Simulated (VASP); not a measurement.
# Ga (Fmmm) in VASP: a series of runs

The runs below take Ga through single point, with r2SCAN.

Program: VASP 6.6.1. These are calculated values, not measurements. Logs are shortened: lines on timing, memory, paths and dates and some standing lists are left out, and cuts for length are marked.

## (1) The cell of the first run

Symmetry: Fmmm, No. 69, orthorhombic system. The conventional cell has a = 3.872 Å, b = 4.070 Å, c = 4.458 Å, α = 90.00°, β = 90.00°, γ = 90.00°. Ga (site symmetry mmm) has 12 Ga at 2.81 to 3.02 Å within 3.7 Å.

## (2) Single point, r2SCAN (strain -0.0500 x Voigt [0, 0, 0, 0, 0, 1])

Input file POSCAR:

```
Ga
1.0
   -1.4391000000      1.4391000000      2.2290000000
    1.4391000000     -1.4391000000      2.2290000000
    1.3689000000      1.3689000000     -2.2290000000
Ga
1
Direct
    0.0000000000      0.0000000000      0.0000000000
```

Input file INCAR.step1:

```
PREC = Accurate
ENCUT = 520
ISMEAR = 0
SIGMA = 0.15
LREAL = F
LASPH = T
NELM = 80
NBANDS = 12
GGA = PE
ALGO = Normal
EDIFF = 1E-4
LWAVE = T
LCHARG = F
```

Input file INCAR.step2:

```
PREC = Accurate
ENCUT = 520
EDIFF = 1E-6
ISMEAR = 0
SIGMA = 0.15
LREAL = F
LASPH = T
NELM = 80
ALGO = Normal
ISIF = 2
LWAVE = F
LCHARG = F
METAGGA = R2SCAN
LMIXTAU = T
NBANDS = 12
ISTART = 1
```

Input file KPOINTS:

```
regular mesh
0
Gamma
  24 24 24
```

Potentials or basis: VASP PAW PBE potentials, release 64 (Ga_d).

Launch:

```bash
$ cat potpaw_PBE.64/Ga_d/POTCAR > POTCAR
$ cp INCAR.step1 INCAR
$ mpirun -np 1 vasp_std > vasp.out
$ cp INCAR.step2 INCAR
$ mpirun -np 1 vasp_std > vasp.out
```

OUTCAR:

```text
PREC = Accurate
   ENCUT = 520
   EDIFF = 1E-6
   ISMEAR = 0
   LREAL = F
   LASPH = T
   NELM = 80
   ISIF = 2
   METAGGA = R2SCAN
   ISTART = 1

 ion  position               nearest neighbor table
   1  0.000  0.000  0.000-

  LATTYP: Found a face centered orthorhombic cell.
 ALAT       =     3.8718338911
 B/A-ratio  =     1.0512820513
 C/A-ratio  =     1.1513923700

  Lattice vectors:

 A1 = (   1.4391000000,  -1.4391000000,  -2.2290000000)
 A2 = (   1.3689000000,   1.3689000000,  -2.2290000000)
 A3 = (   2.8080000000,  -0.0702000000,   0.0000000000)

Analysis of symmetry for initial positions (statically):
=====================================================================
 Subroutine PRICEL returns:
 Original cell was already a primitive cell.

 Routine SETGRP: Setting up the symmetry group for a
 face centered orthorhombic supercell.

 Subroutine GETGRP returns: Found  8 space group operations
 (whereof  8 operations were pure point group operations)
 out of a pool of  8 trial point group operations.

The static configuration has the point symmetry D_2h.

Analysis of symmetry for dynamics (positions and initial velocities):
=====================================================================
 Subroutine PRICEL returns:
 Original cell was already a primitive cell.

 Routine SETGRP: Setting up the symmetry group for a
 face centered orthorhombic supercell.

 Subroutine GETGRP returns: Found  8 space group operations
 (whereof  8 operations were pure point group operations)
 out of a pool of  8 trial point group operations.

The dynamic configuration has the point symmetry D_2h.

 Subroutine INISYM returns: Found  8 space group operations
 (whereof  8 operations are pure point group operations),
 and found     1 'primitive' translations

----------------------------------------------------------------------------------------

                                     Primitive cell

  volume of cell :      17.5644

  direct lattice vectors                    reciprocal lattice vectors
    -1.439100000  1.439100000  2.229000000     0.008908702  0.356348074  0.224315837
     1.439100000 -1.439100000  2.229000000     0.356348074  0.008908702  0.224315837
     1.368900000  1.368900000 -2.229000000     0.365256776  0.365256776  0.000000000

  length of vectors
     3.018353627  3.018353627  2.952323732     0.421166130  0.421166130  0.516551086

  position of ions in fractional coordinates (direct lattice)
     0.000000000  0.000000000  0.000000000

  ion indices of the primitive-cell ions
   primitive index   ion index
                 1           1

----------------------------------------------------------------------------------------

 KPOINTS: regular mesh

Automatic generation of k-mesh.
 Grid dimensions read from file:
 generate k-points for:   24   24   24

 Generating k-lattice:

  Cartesian coordinates                     Fractional coordinates (reciprocal lattice)
     0.000371196  0.014847836  0.009346493     0.041666667 -0.000000000  0.000000000
     0.014847836  0.000371196  0.009346493    -0.000000000  0.041666667  0.000000000
     0.015219032  0.015219032  0.000000000     0.000000000  0.000000000  0.041666667

  Length of vectors
     0.017548589  0.017548589  0.021522962

  Shift w.r.t. Gamma in fractional coordinates (k-lattice)
     0.000000000  0.000000000  0.000000000

 Subroutine IBZKPT returns following result:
 ===========================================

 Found   1963 irreducible k-points:

 Following reciprocal coordinates:
            Coordinates               Weight
  0.000000  0.000000  0.000000      1.000000
  0.041667  0.000000  0.000000      8.000000
  0.083333  0.000000  0.000000      8.000000
  0.125000  0.000000  0.000000      8.000000
  0.166667  0.000000  0.000000      8.000000
  0.208333  0.000000  0.000000      8.000000
[... 16 lines left out ...]
  0.416667  0.041667  0.000000      8.000000
  0.458333  0.041667  0.000000      8.000000
 [... further k-points ...]
   k-points           NKPTS =   1963   k-points in BZ     NKDIM =   1963   number of bands    NBANDS=     12
   number of dos      NEDOS =    301   number of ions     NIONS =      1
   total plane-waves  NPLWV =  13824
   dimension x,y,z NGX =    24 NGY =   24 NGZ =   24
   dimension x,y,z NGXF=    48 NGYF=   48 NGZF=   48
   ions per type =               1
   NGX,Y,Z   is equivalent  to a cutoff of  13.22, 13.22, 13.51 a.u.
   NGXF,Y,Z  is equivalent  to a cutoff of  26.44, 26.44, 27.03 a.u.
 SYSTEM =  unknown system
   PREC   = accura    normal or accurate (medium, high low for compatibility)
   ISTART =      1    job   : 0-new  1-cont  2-samecut
   ICHARG =      0    charge: 1-file 2-atom 10-const
   ISPIN  =      1    spin polarized calculation?
   LNONCOLLINEAR =      F non collinear calculations
   LSORBIT =      F    spin-orbit coupling
   LASPH  =      T    aspherical Exc in radial PAW
   ENCUT  =  520.0 eV  38.22 Ry    6.18 a.u.   5.61  5.61  5.49*2*pi/ulx,y,z
   NELM   =     80;   NELMIN=  2; NELMDL=  0     # of ELM steps
   EDIFF  = 0.1E-05   stopping-criterion for ELM
   LREAL  =      F    real-space projection
[... 7 lines left out ...]
   TEBEG  =    0.0;   TEEND  =   0.0 temperature during run
   PSTRESS=    0.0 pullay stress
   NELECT =      13.0000    total number of electrons
   NUPDOWN=      -1.0000    fix difference up-down
   EMIN   =  10.00;   EMAX   =-10.00  energy-range for DOS
   EFERMI =   0.00;   METHOD = LEGACY
   ISMEAR =     0;   SIGMA  =   0.15  broadening in eV -4-tet -1-fermi 0-gaus
   EFERMI_NEDOS =   21; number of points for ismear=-14 and -15
   IALGO  =     38    algorithm
   IMIX   =      4    mixing-type and parameters
     AMIX     =   0.40;   BMIX     =  1.00
     AMIX_MAG =   1.60;   BMIX_MAG =  1.00
  volume/ion in A,a.u.               =      17.56       118.53
  Fermi-wavevector in a.u.,A,eV,Ry     =   1.480852  2.798405 29.836529  2.192923
  Thomas-Fermi vector in A             =   2.594835
   LORBIT       =      0    0 simple, 1 ext, 2 COOP (PROOUT), +10 PAW based schemes
   METAGGA = R2SCAN    functional components
   LHFCALC =     F    Hartree Fock is set to
   AEXX    =    0.0000 exact exchange contribution
   IVDW    =     0    specifies the selected vdW correction
   LEPSILON=     F    determine dielectric tensor
   LRPA    =     F    only Hartree local field effects (RPA)
 non-spin polarized calculation
 Gauss-broadening in eV      SIGMA  =   0.15
  energy-cutoff  :      520.00
  volume of cell :       17.56
 maximum number of plane-waves:       488
   NGX = 11   NGY = 11   NGZ = 11

 number of electron      12.9999996 magnetization

 Free energy of the ion-electron system (eV)
  ---------------------------------------------------
  ext. energy  EPLUGINS =         0.00000000
  ---------------------------------------------------
  free energy    TOTEN  =       -11.30760178 eV

  energy without entropy =      -11.30366730  energy(sigma->0) =      -11.30563454

 E-fermi :   6.1686     XC(G=0): -12.5977

 val. band max:        6.1681870965   @ k =   0.2917   0.2917   0.0417
 cond. band min:       6.1687347738   @ k =  -0.4167  -0.4167   0.2500
 fundamental gap:      0.0005476773
 Fermi energy:         6.1686012477

 k-point     1 :       0.0000    0.0000    0.0000
  band No.  band energies     occupation
      1      -9.4732      2.00000
      2      -9.3591      2.00000
      3      -9.3156      2.00000
      4      -9.3144      2.00000
      5      -9.1645      2.00000
      6      -6.0930      2.00000
      7      19.8478      0.00000
      8      20.0669      0.00000
      9      20.0753      0.00000
     10      23.3154      0.00000
     11      23.4166      0.00000
     12      23.9551      0.00000

 k-point     2 :       0.0417    0.0000    0.0000
  band No.  band energies     occupation
      1      -9.4704      2.00000
      2      -9.3582      2.00000
      3      -9.3154      2.00000
      4      -9.3135      2.00000
      5      -9.1659      2.00000
      6      -6.0432      2.00000
      7      19.2357      0.00000
      8      19.8396      0.00000
      9      19.9072      0.00000
     10      22.6917      0.00000
     11      23.7228      0.00000
     12      24.2430      0.00000

 k-point     3 :       0.0833    0.0000    0.0000
  band No.  band energies     occupation
      1      -9.4630      2.00000
      2      -9.3569      2.00000
      3      -9.3146      2.00000
      4      -9.3092      2.00000
      5      -9.1699      2.00000
      6      -5.8931      2.00000
      7      17.6379      0.00000
      8      19.3536      0.00000
      9      19.7012      0.00000
     10      22.3251      0.00000
     11      24.0456      0.00000
     12      24.6779      0.00000
[... 286 lines left out ...]
 k-point    23 :       0.4167    0.0417    0.0000
  band No.  band energies     occupation
      1      -9.4897      2.00000
      2      -9.4380      2.00000
      3      -9.3116      2.00000
      4      -9.1420      2.00000
      5      -9.1004      2.00000
      6      -0.6157      2.00000
      7       3.5345      2.00000
      8      15.3927      0.00000
      9      17.7081      0.00000
     10      19.9131      0.00000
     11      22.4540      0.00000
     12      24.7619      0.00000

 k-point    24 :       0.4583    0.0417    0.0000
  band No.  band energies     occupation
      1      -9.4962      2.00000
      2      -9.4402      2.00000
      3      -9.3155      2.00000
      4      -9.1362      2.00000
      5      -9.0886      2.00000
      6       0.4603      2.00000
      7       2.2305      2.00000
      8      15.2582      0.00000
      9      17.8214      0.00000
     10      19.8793      0.00000
     11      22.1747      0.00000
     12      24.4968      0.00000

 [... further k-points ...]

------------------------ aborting loop because EDIFF is reached ----------------------------------------

  FORCE on cell =-STRESS in cart. coord.  units (eV):
  Direction    XX          YY          ZZ          XY          YZ          ZX
  --------------------------------------------------------------------------------------
  -------------------------------------------------------------------------------------
  Total        0.1150125      0.1150125      0.1180700      0.1026734      0.0000000      0.0000000
  in kB       10.4911488     10.4911488     10.7700428      9.3656056      0.0000000      0.0000000
  external PRESSURE =      10.5841135 kB  Pullay stress =       0.0000000 kB

 VOLUME and BASIS-vectors are now :
 -----------------------------------------------------------------------------
  energy-cutoff  :      520.00
  volume of cell :       17.56
      direct lattice vectors                 reciprocal lattice vectors
    -1.439100000  1.439100000  2.229000000     0.008908702  0.356348074  0.224315837
     1.439100000 -1.439100000  2.229000000     0.356348074  0.008908702  0.224315837
     1.368900000  1.368900000 -2.229000000     0.365256776  0.365256776  0.000000000

 POSITION                                       TOTAL-FORCE (eV/Angst)
 -----------------------------------------------------------------------------------
      0.00000      0.00000      0.00000         0.000000     -0.000000      0.000000
 -----------------------------------------------------------------------------------
    total drift:                                0.000000      0.000000     -0.000000

  FREE ENERGIE OF THE ION-ELECTRON SYSTEM (eV)
  ---------------------------------------------------
  free  energy   TOTEN  =       -11.3076017837 eV

  energy  without entropy=      -11.3036672986  energy(sigma->0) =      -11.30563454
```

It took 18 min on 1 thread of Intel Xeon Platinum 8259CL at 2.50GHz (Skylake/Cascade Lake), shared host; peak memory 0.49 GiB.

Results:

```
Free energy            : -11.3076 eV
Pressure               : 1.1 GPa
Band gap on the k mesh : zero (an odd number of electrons rules out a gap without spin polarisation)
```

Caveat: the cell differs from its parent crystal (strain -0.0500 x Voigt [0, 0, 0, 0, 0, 1]); the PAW data sets were made with another functional, which shifts forces and pressure a little.

## (3) Single point, r2SCAN (strain +0.0750 x Voigt [0, 0, 0, 0, 0, 1])

Input file POSCAR:

```
Ga
1.0
   -1.3513500000      1.3513500000      2.2290000000
    1.3513500000     -1.3513500000      2.2290000000
    1.4566500000      1.4566500000     -2.2290000000
Ga
1
Direct
    0.0000000000      0.0000000000      0.0000000000
```

Input file INCAR.step1:

```
  ALGO = Normal
  EDIFF = 1E-4
  ENCUT = 520
  GGA = PE
  ISMEAR = 0
  LASPH = T
  LCHARG = F
  LREAL = F
  LWAVE = T
  NBANDS = 12
  NELM = 60
  PREC = Accurate
  SIGMA = 0.15
```

Input file INCAR.step2:

```
  ALGO = Normal
  EDIFF = 1E-6
  ENCUT = 520
  ISIF = 2
  ISMEAR = 0
  ISTART = 1
  LASPH = T
  LCHARG = T
  LELF = T
  LMIXTAU = T
  LREAL = F
  LVHAR = T
  LWAVE = F
  METAGGA = R2SCAN
  NBANDS = 12
  NELM = 60
  PREC = Accurate
  SIGMA = 0.15
```

Input file KPOINTS:

```
k-points
0
Gamma
  24 24 24
```

Potentials or basis: VASP PAW PBE potentials, release 64 (Ga_d).

Launch:

```bash
$ cat potpaw_PBE.64/Ga_d/POTCAR > POTCAR
$ cp INCAR.step1 INCAR
$ mpirun -np 1 vasp_std > vasp.out
$ cp INCAR.step2 INCAR
$ mpirun -np 1 vasp_std > vasp.out
```

Run time: 10 min. Hardware: 1 thread of Intel Xeon 6975P-C (Granite Rapids), shared host; peak memory 0.49 GiB.

It converged, with:

```yaml
Free_energy: -11.3046 eV
Pressure: 1.0 GPa
Band_gap_on_the_k_mesh: zero (an odd number of electrons rules out a gap without spin polarisation)
```

Stress tensor (GPa, compression positive):
```
 0.96 -1.06  0.00
-1.06  0.96  0.00
 0.00  0.00  1.10
```

Levels at points of the mesh, in eV from the Fermi level:
```
           k point  band 4  band 5  band 6  band 7  band 8  band 9
(0.00, 0.00, 0.00)  -15.48  -15.34  -12.27   13.65   13.93   13.97
(0.50, 0.00, 0.00)  -15.31  -15.26   -5.18   -4.60    9.20   12.29
(0.50, 0.50, 0.00)  -15.29  -15.20   -1.91   -0.33    3.72    4.48
(0.00, 0.00, 0.50)  -15.31  -15.19   -3.10   -2.11    4.94    6.26
(0.50, 0.50, 0.50)  -15.28  -15.25   -4.02   -3.95    6.68    7.25
```

Caveat: the cell differs from its parent crystal (strain +0.0750 x Voigt [0, 0, 0, 0, 0, 1]); the PAW data sets were made with another functional, which shifts forces and pressure a little.
